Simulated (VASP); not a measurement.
# HfO2 (Fm-3m) in VASP: further runs, part 2 of 2

VASP 6.6.1. The steps go on from the part before.

**5. Single point, PBE+D4**

This run uses another cell than the first one, of 12.04 Å³/atom, 1.080 times its volume.

Input file INCAR:

```
SYSTEM = HfO2
PREC     = Accurate       ! precision mode
ENCUT    = 520            ! plane-wave cutoff, eV
EDIFF    = 1E-7           ! SCF threshold, eV
ISMEAR   = 0              ! smearing method
SIGMA    = 0.01           ! smearing width, eV
LREAL    = .False.        ! projectors in reciprocal space
LASPH    = .True.         ! aspherical terms in the spheres
NELM     = 60             ! most SCF steps
ALGO     = Normal         ! electronic algorithm
ISIF     = 2              ! what is computed and relaxed
LWAVE    = .False.        ! write WAVECAR
LCHARG   = .True.         ! write CHGCAR
GGA      = PE             ! functional
IVDW     = 13             ! dispersion correction
LELF     = .True.         ! ELF
LVHAR    = .True.       
NBANDS   = 18             ! bands
```

Input file KPOINTS:

```
Automatic mesh
0
Gamma
  6 6 6
  0 0 0
```

Input file POSCAR:

```
HfO2
1.0
    0.0000000000      2.6239580902      2.6239580902
    2.6239580902      0.0000000000      2.6239580902
    2.6239580902      2.6239580902      0.0000000000
Hf O
1 2
Direct
    0.0000000000      0.0000000000      0.0000000000
    0.2500000000      0.2500000000      0.2500000000
    0.7500000000      0.7500000000      0.7500000000
```

Potentials or basis: VASP PAW PBE potentials, release 64 (Hf_pv, O).

On the command line:

```sh
cat potpaw_PBE.64/Hf_pv/POTCAR potpaw_PBE.64/O/POTCAR > POTCAR
mpirun -np 1 vasp_std > vasp.out
```

OUTCAR:

```text
SYSTEM = HfO2
   PREC = Accurate
   ENCUT = 520
   EDIFF = 1E-7
   ISMEAR = 0
   LREAL = .False.
   LASPH = .True.
   NELM = 60
   ISIF = 2
   GGA = PE
   IVDW = 13

 ion  position               nearest neighbor table
   1  0.000  0.000  0.000-   3 2.27   3 2.27   3 2.27   2 2.27   3 2.27   2 2.27   2 2.27   2 2.27

   2  0.250  0.250  0.250-   1 2.27   1 2.27   1 2.27   1 2.27
   3  0.750  0.750  0.750-   1 2.27   1 2.27   1 2.27   1 2.27

  LATTYP: Found a face centered cubic cell.
 ALAT       =     5.2479161804

  Lattice vectors:

 A1 = (   0.0000000000,   2.6239580902,   2.6239580902)
 A2 = (   2.6239580902,   0.0000000000,   2.6239580902)
 A3 = (   2.6239580902,   2.6239580902,   0.0000000000)

Analysis of symmetry for initial positions (statically):
=====================================================================
 Subroutine PRICEL returns:
 Original cell was already a primitive cell.

 Routine SETGRP: Setting up the symmetry group for a
 face centered cubic supercell.

 Subroutine GETGRP returns: Found 48 space group operations
[... 9 lines left out ...]

 Routine SETGRP: Setting up the symmetry group for a
 face centered cubic supercell.

[... 144 lines left out ...]

 E-fermi :   3.5839     XC(G=0): -11.2950

 val. band max:        3.4298606953   @ k =   0.5000   0.5000   0.0000
 cond. band min:       6.9466165007   @ k =   0.5000   0.5000   0.0000
 fundamental gap:      3.5167558055
 Fermi energy:         3.5838510738

 k-point     1 :       0.0000    0.0000    0.0000
  band No.  band energies     occupation
      1     -26.7462      2.00000
      2     -26.7462      2.00000
      3     -26.7462      2.00000
      4     -14.6840      2.00000
      5     -12.1456      2.00000
      6      -1.3116      2.00000
[... 313 lines left out ...]
      5     -13.0600      2.00000
      6      -1.8760      2.00000
[... 10 lines left out ...]
     17      15.6307      0.00000
     18      16.0411      0.00000

------------------------ aborting loop because EDIFF is reached ----------------------------------------

  DFT-D4 for vdW energy calculation

  Edisp (eV):   -0.51889

  FORCE on cell =-STRESS in cart. coord.  units (eV):
  Direction    XX          YY          ZZ          XY          YZ          ZX
  --------------------------------------------------------------------------------------
  -------------------------------------------------------------------------------------
  Total      -5.26155    -5.26155    -5.26155     0.00000     0.00000    -0.00000
  in kB    -233.30481  -233.30481  -233.30481     0.00000     0.00000    -0.00000
  external pressure =     -233.30 kB  Pullay stress =        0.00 kB

 VOLUME and BASIS-vectors are now :
 -----------------------------------------------------------------------------
  energy-cutoff  :      520.00
  volume of cell :       36.13
      direct lattice vectors                 reciprocal lattice vectors
     0.000000000  2.623958090  2.623958090    -0.190551824  0.190551824  0.190551824
     2.623958090  0.000000000  2.623958090     0.190551824 -0.190551824  0.190551824
     2.623958090  2.623958090  0.000000000     0.190551824  0.190551824 -0.190551824

 POSITION                                       TOTAL-FORCE (eV/Angst)
 -----------------------------------------------------------------------------------
      0.00000      0.00000      0.00000         0.000000      0.000000      0.000000
      1.31198      1.31198      1.31198        -0.000000     -0.000000     -0.000000
      3.93594      3.93594      3.93594         0.000000      0.000000      0.000000
 -----------------------------------------------------------------------------------
    total drift:                                0.000000      0.000000      0.000000

  FREE ENERGIE OF THE ION-ELECTRON SYSTEM (eV)
  ---------------------------------------------------
  free  energy   TOTEN  =       -30.5242277308 eV

  energy  without entropy=      -30.5242277308  energy(sigma->0) =      -30.52422773
```

OSZICAR:

```text
N       E                     dE             d eps       ncg     rms          rms(c)
DAV:   1     0.927768029459E+02    0.92777E+02   -0.12549E+04   576   0.119E+03
DAV:   2    -0.319208357705E+02   -0.12470E+03   -0.12139E+03   772   0.283E+02
DAV:   3    -0.359996325866E+02   -0.40788E+01   -0.40643E+01   654   0.464E+01
DAV:   4    -0.360253806356E+02   -0.25748E-01   -0.25742E-01   742   0.414E+00
DAV:   5    -0.360255659973E+02   -0.18536E-03   -0.18536E-03   626   0.320E-01    0.385E+01
DAV:   6    -0.302190112420E+02    0.58066E+01   -0.22152E+01   586   0.316E+01    0.358E+01
DAV:   7    -0.300664196914E+02    0.15259E+00   -0.76779E-01   632   0.700E+00    0.267E+01
DAV:   8    -0.300494023903E+02    0.17017E-01   -0.56230E-01   602   0.640E+00    0.110E+01
DAV:   9    -0.300045556295E+02    0.44847E-01   -0.11698E-01   612   0.290E+00    0.285E+00
DAV:  10    -0.300053384011E+02   -0.78277E-03   -0.43861E-03   638   0.497E-01    0.186E-01
DAV:  11    -0.300053170353E+02    0.21366E-04   -0.25967E-04   648   0.122E-01    0.286E-01
DAV:  12    -0.300053395154E+02   -0.22480E-04   -0.66561E-05   620   0.548E-02    0.550E-02
DAV:  13    -0.300053402947E+02   -0.77937E-06   -0.26621E-06   682   0.117E-02    0.891E-03
DAV:  14    -0.300053405939E+02   -0.29919E-06   -0.51754E-07   624   0.471E-03    0.404E-03
DAV:  15    -0.300053405485E+02    0.45461E-07   -0.49955E-08   422   0.134E-03
   1 F= -.30524228E+02 E0= -.30524228E+02  d E =-.812237-107
```

stdout:

```text
POSCAR found type information on POSCAR HfO
 POSCAR found :  2 types and       3 ions
 scaLAPACK will be used
 LDA part: xc-table for (Slater+PW92), standard interpolation
 POSCAR, INCAR and KPOINTS ok, starting setup
 FFT: planning ... GRIDC
 FFT: planning ... GRID_SOFT
 FFT: planning ... GRID
 WAVECAR not read
 entering main loop
```

It took 12 s on 1 thread of Intel Xeon 6975P-C, shared host; peak memory 0.16 GiB.

What came out:

```yaml
Free_energy: -30.5242 eV
Pressure: -23.3 GPa
Band_gap_on_the_k_mesh: 3.52 eV, direct
Dispersion_energy_per_atom: -0.173 eV
```

Caveat: spin-orbit coupling is left out, which moves the levels of the heavy elements.

**6. Overview**

```tsv
cell	gap on the mesh (eV)	pressure (GPa)
a = 3.617 Å, angles 60.0°, 3 atoms	3.73	-9.2
a = 3.649 Å, angles 60.0°, 3 atoms	3.66	-14.6
a = 3.680 Å, angles 60.0°, 3 atoms	3.59	-19.3
a = 3.711 Å, angles 60.0°, 3 atoms	3.52	-23.3
```

Alike in all rows: task single point; level PBE+D4; potentials or basis VASP PAW PBE potentials, release 64 (Hf_pv, O); no spin polarisation; k mesh 6 × 6 × 6; cutoff (eV) 520; smearing gaussian 0.01 eV.

Caveats: spin-orbit coupling is left out, which moves the levels of the heavy elements.

Absolute energies hang on the potentials; compare differences alone.
